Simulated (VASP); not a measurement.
# KBr (Fm-3m) in VASP: notebook, part 2 of 2

VASP 6.6.1. Earlier steps stand in the parts before.

## Step 3: Density of states, PBE

Contents of POSCAR:

```
KBr
1.0
    0.0000000000      3.3504479118      3.3504479118
    3.3504479118      0.0000000000      3.3504479118
    3.3504479118      3.3504479118      0.0000000000
K Br
1 1
Direct
    0.0000000000      0.0000000000      0.0000000000
    0.5000000000      0.5000000000      0.5000000000
```

Contents of INCAR.step1:

```
SYSTEM = KBr
ALGO = Normal
EDIFF = 1E-6
ENCUT = 520
GGA = PE
ISIF = 2
ISMEAR = 0
LASPH = .TRUE.
LCHARG = .TRUE.
LREAL = .FALSE.
LWAVE = .FALSE.
NBANDS = 15
NELM = 60
PREC = Accurate
SIGMA = 0.02
```

Contents of KPOINTS.step1:

```
k-points
0
G
  6 6 6
  0 0 0
```

Contents of INCAR.step2:

```
SYSTEM = KBr
ALGO = Normal
EDIFF = 1E-6
ENCUT = 520
GGA = PE
ICHARG = 11
ISIF = 2
ISMEAR = -5
LASPH = .TRUE.
LCHARG = .FALSE.
LORBIT = 11
LREAL = .FALSE.
LWAVE = .FALSE.
NEDOS = 2001
NELM = 60
PREC = Accurate
SIGMA = 0.02
```

Contents of KPOINTS.step2:

```
k-points
0
G
  9 9 9
  0 0 0
```

Potentials or basis: VASP PAW PBE potentials, release 64 (K_sv, Br).

Launch:

```
cat potpaw_PBE.64/K_sv/POTCAR potpaw_PBE.64/Br/POTCAR > POTCAR
cp INCAR.step1 INCAR
cp KPOINTS.step1 KPOINTS
mpirun -np 1 vasp_std > vasp.out
cp INCAR.step2 INCAR
cp KPOINTS.step2 KPOINTS
mpirun -np 1 vasp_std > vasp.out
```

OUTCAR:

```text
SYSTEM = KBr
   EDIFF = 1E-6
   ENCUT = 520
   GGA = PE
   ICHARG = 11
   ISIF = 2
   ISMEAR = -5
   LASPH = .TRUE.
   LORBIT = 11
   LREAL = .FALSE.
   NELM = 60
   PREC = Accurate

 ion  position               nearest neighbor table
   1  0.000  0.000  0.000-
   2  0.500  0.500  0.500-

  LATTYP: Found a face centered cubic cell.
 ALAT       =     6.7008958236

  Lattice vectors:

 A1 = (   0.0000000000,   3.3504479118,   3.3504479118)
 A2 = (   3.3504479118,   0.0000000000,   3.3504479118)
 A3 = (   3.3504479118,   3.3504479118,   0.0000000000)

Analysis of symmetry for initial positions (statically):
=====================================================================
 Subroutine PRICEL returns:
 Original cell was already a primitive cell.

 Routine SETGRP: Setting up the symmetry group for a
 face centered cubic supercell.

 Subroutine GETGRP returns: Found 48 space group operations
 (whereof 48 operations were pure point group operations)
 out of a pool of 48 trial point group operations.

The static configuration has the point symmetry O_h .

Analysis of symmetry for dynamics (positions and initial velocities):
=====================================================================
 Subroutine PRICEL returns:
 Original cell was already a primitive cell.

 Routine SETGRP: Setting up the symmetry group for a
 face centered cubic supercell.

 Subroutine GETGRP returns: Found 48 space group operations
 (whereof 48 operations were pure point group operations)
 out of a pool of 48 trial point group operations.

The dynamic configuration has the point symmetry O_h .

 Subroutine INISYM returns: Found 48 space group operations
 (whereof 48 operations are pure point group operations),
 and found     1 'primitive' translations

----------------------------------------------------------------------------------------

                                     Primitive cell

  volume of cell :      75.2209

  direct lattice vectors                    reciprocal lattice vectors
     0.000000000  3.350447912  3.350447912    -0.149233778  0.149233778  0.149233778
     3.350447912  0.000000000  3.350447912     0.149233778 -0.149233778  0.149233778
     3.350447912  3.350447912  0.000000000     0.149233778  0.149233778 -0.149233778

  length of vectors
     4.738248877  4.738248877  4.738248877     0.258480486  0.258480486  0.258480486

  position of ions in fractional coordinates (direct lattice)
     0.000000000  0.000000000  0.000000000
     0.500000000  0.500000000  0.500000000

  ion indices of the primitive-cell ions
   primitive index   ion index
                 1           1
                 2           2

----------------------------------------------------------------------------------------

 KPOINTS: k-points

Automatic generation of k-mesh.
 Grid dimensions read from file:
 generate k-points for:    9    9    9

 Generating k-lattice:

  Cartesian coordinates                     Fractional coordinates (reciprocal lattice)
    -0.016581531  0.016581531  0.016581531     0.111111111  0.000000000  0.000000000
     0.016581531 -0.016581531  0.016581531     0.000000000  0.111111111  0.000000000
     0.016581531  0.016581531 -0.016581531     0.000000000  0.000000000  0.111111111

  Length of vectors
     0.028720054  0.028720054  0.028720054

[... 39 lines left out ...]
   total plane-waves  NPLWV =  46656
   dimension x,y,z NGX =    36 NGY =   36 NGZ =   36
   dimension x,y,z NGXF=    72 NGYF=   72 NGZF=   72
   ions per type =               1   1
   NGX,Y,Z   is equivalent  to a cutoff of  12.63, 12.63, 12.63 a.u.
   NGXF,Y,Z  is equivalent  to a cutoff of  25.26, 25.26, 25.26 a.u.
 SYSTEM =  KBr
   PREC   = accura    normal or accurate (medium, high low for compatibility)
   ISTART =      0    job   : 0-new  1-cont  2-samecut
   ICHARG =     11    charge: 1-file 2-atom 10-const
   ISPIN  =      1    spin polarized calculation?
   LNONCOLLINEAR =      F non collinear calculations
   LSORBIT =      F    spin-orbit coupling
   LASPH  =      T    aspherical Exc in radial PAW
   ENCUT  =  520.0 eV  38.22 Ry    6.18 a.u.   8.81  8.81  8.81*2*pi/ulx,y,z
   NELM   =     60;   NELMIN=  2; NELMDL=  0     # of ELM steps
   EDIFF  = 0.1E-05   stopping-criterion for ELM
   LREAL  =      F    real-space projection
   EDIFFG = 0.1E-04   stopping-criterion for IOM
   NSW    =      0    number of steps for IOM
   IBRION =     -1    ionic relax: 0-MD 1-quasi-New 2-CG
   NFREE  =      0    steps in history (QN), initial steepest desc. (CG)
   ISIF   =      2    stress and relaxation
   ISYM   =      2    0-nonsym 1-usesym 2-fastsym
   POTIM  = 0.5000    time-step for ionic-motion
   TEBEG  =    0.0;   TEEND  =   0.0 temperature during run
   PSTRESS=    0.0 pullay stress
   NELECT =      16.0000    total number of electrons
   NUPDOWN=      -1.0000    fix difference up-down
   EMIN   =  10.00;   EMAX   =-10.00  energy-range for DOS
   EFERMI =   0.00;   METHOD = LEGACY
   ISMEAR =    -5;   SIGMA  =   0.02  broadening in eV -4-tet -1-fermi 0-gaus
   EFERMI_NEDOS =   21; number of points for ismear=-14 and -15
   IALGO  =     38    algorithm
   IMIX   =      4    mixing-type and parameters
     AMIX     =   0.40;   BMIX     =  1.00
     AMIX_MAG =   1.60;   BMIX_MAG =  1.00
  volume/ion in A,a.u.               =      37.61       253.81
  Fermi-wavevector in a.u.,A,eV,Ry     =   0.977242  1.846719 12.993580  0.955001
  Thomas-Fermi vector in A             =   2.107924
   LORBIT       =     11    0 simple, 1 ext, 2 COOP (PROOUT), +10 PAW based schemes
   GGA     = PE    functional components
   LHFCALC =     F    Hartree Fock is set to
   AEXX    =    0.0000 exact exchange contribution
   IVDW    =     0    specifies the selected vdW correction
   LEPSILON=     F    determine dielectric tensor
   LRPA    =     F    only Hartree local field effects (RPA)
 non-spin polarized calculation
 Fermi weights with tetrahedron method with Bloechl corrections
  energy-cutoff  :      520.00
  volume of cell :       75.22
 maximum number of plane-waves:      2085

 number of electron      16.0000000 magnetization

 Free energy of the ion-electron system (eV)
  ---------------------------------------------------
  ext. energy  EPLUGINS =         0.00000000
  ---------------------------------------------------
  free energy    TOTEN  =        -6.22355567 eV

  energy without entropy =       -6.22355567  energy(sigma->0) =       -6.22355567

 E-fermi :  -1.9114     XC(G=0):  -7.1905

 val. band max:       -1.9147867929   @ k =   0.0000   0.0000   0.0000
 cond. band min:       2.4000851832   @ k =   0.0000   0.0000   0.0000
 fundamental gap:      4.3148719761
 Fermi energy:        -1.9114342839

 k-point     1 :       0.0000    0.0000    0.0000
  band No.  band energies     occupation
      1     -29.7960      2.00000
      2     -14.1539      2.00000
      3     -13.2698      2.00000
      4     -13.2698      2.00000
      5     -13.2698      2.00000
      6      -1.9148      2.00000
      7      -1.9148      2.00000
      8      -1.9148      2.00000
      9       2.4001      0.00000
     10       5.6757      0.00000
     11       5.6757      0.00000
     12       5.6758      0.00000
[... 331 lines left out ...]
 k-point    24 :       0.4444    0.4444    0.0000
  band No.  band energies     occupation
      1     -29.7906      2.00000
      2     -14.0835      2.00000
      3     -13.3254      2.00000
      4     -13.2985      2.00000
      5     -13.2985      2.00000
      6      -2.6856      2.00000
      7      -2.1780      2.00000
      8      -2.1780      2.00000
      9       4.0287      0.00000
     10       5.0467      0.00000
     11       7.2237      0.00000
     12       7.3391      0.00000

 [... further k-points ...]
[... 5 lines left out ...]
  --------------------------------------------------------------------------------------
  -------------------------------------------------------------------------------------
  Total        0.0250504      0.0250504      0.0250504      0.0000000     -0.0000000      0.0000000
  in kB        0.5335642      0.5335642      0.5335642      0.0000000     -0.0000000      0.0000000
  external PRESSURE =       0.5335642 kB  Pullay stress =       0.0000000 kB

 VOLUME and BASIS-vectors are now :
 -----------------------------------------------------------------------------
  energy-cutoff  :      520.00
  volume of cell :       75.22
      direct lattice vectors                 reciprocal lattice vectors
     0.000000000  3.350447912  3.350447912    -0.149233778  0.149233778  0.149233778
     3.350447912  0.000000000  3.350447912     0.149233778 -0.149233778  0.149233778
     3.350447912  3.350447912  0.000000000     0.149233778  0.149233778 -0.149233778

 POSITION                                       TOTAL-FORCE (eV/Angst)
 -----------------------------------------------------------------------------------
      0.00000      0.00000      0.00000         0.000000      0.000000      0.000000
      3.35045      3.35045      3.35045        -0.000000     -0.000000      0.000000
 -----------------------------------------------------------------------------------
    total drift:                                0.000000      0.000000      0.000000

  FREE ENERGIE OF THE ION-ELECTRON SYSTEM (eV)
  ---------------------------------------------------
  free  energy   TOTEN  =        -6.2235556664 eV

  energy  without entropy=       -6.2235556664  energy(sigma->0) =       -6.22355567

 total charge

# of ion       s       p       d       tot
------------------------------------------
    1        1.956   5.579   0.022   7.557
    2        1.599   3.296   0.001   4.896
--------------------------------------------------
tot          3.555   8.875   0.022  12.452
```

Wall time 55 s (1 thread of Intel Xeon 8259CL, shared host); peak memory 0.21 GiB.

What came out:

* Valence electrons inside the program's atomic spheres: K 7.56; Br 4.90
